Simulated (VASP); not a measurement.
Wanted: the native input for a VASP 6.6.1 run.

```yaml
Task: single point
Functional: r2SCAN
Potentials_or_basis: VASP PAW PBE potentials, release 64 (Ag)
Cutoff: 520 eV
k_mesh: 11 × 11 × 11
Occupations: fermi-dirac, width 0.05 eV
Spin: no spin polarisation
Dipole_correction: no
Further_INCAR_settings: ALGO = Normal; EDIFF = 1e-06; NBANDS = 12
```

The system is Ag.

```xyz
1
Lattice="-1.6332 1.6332 1.6332 1.6332 -1.6332 1.6332 1.6332 1.6332 -1.6332" Properties=species:S:1:pos:R:3 pbc="T T T"
Ag    0.0000    0.0000    0.0000
```

These files were run (other wordings do the same):

POSCAR

```
Ag
1.0
   -1.6331638502      1.6331638502      1.6331638502
    1.6331638502     -1.6331638502      1.6331638502
    1.6331638502      1.6331638502     -1.6331638502
Ag
1
Direct
    0.0000000000      0.0000000000      0.0000000000
```

INCAR.step1

```
PREC = Accurate ; ENCUT = 520
ISMEAR = -1 ; SIGMA = 0.05
LREAL = F ; LASPH = T
NELM = 100 ; NBANDS = 12
GGA = PE ; ALGO = Normal
EDIFF = 1E-4 ; LWAVE = T
LCHARG = F
```

INCAR.step2

```
PREC = Accurate ; ENCUT = 520
EDIFF = 1E-6 ; ISMEAR = -1
SIGMA = 0.05 ; LREAL = F
LASPH = T ; NELM = 100
ALGO = Normal ; ISIF = 2
LWAVE = F ; LCHARG = F
METAGGA = R2SCAN ; LMIXTAU = T
NBANDS = 12 ; ISTART = 1
```

KPOINTS

```
Automatic mesh
0
Gamma
  11 11 11
```

Potentials or basis: VASP PAW PBE potentials, release 64 (Ag).

Run with:

```console
$ cat potpaw_PBE.64/Ag/POTCAR > POTCAR
$ cp INCAR.step1 INCAR
$ mpirun -np 1 vasp_std > vasp.out
$ cp INCAR.step2 INCAR
$ mpirun -np 1 vasp_std > vasp.out
```

It gave:

```
Pressure : 0.1 GPa
```

Caveat: the PAW data sets were made with another functional, which shifts forces and pressure a little.

Wall time 51 s on 1 thread of Intel Xeon 8259CL (shared host), peak memory 0.15 GiB.
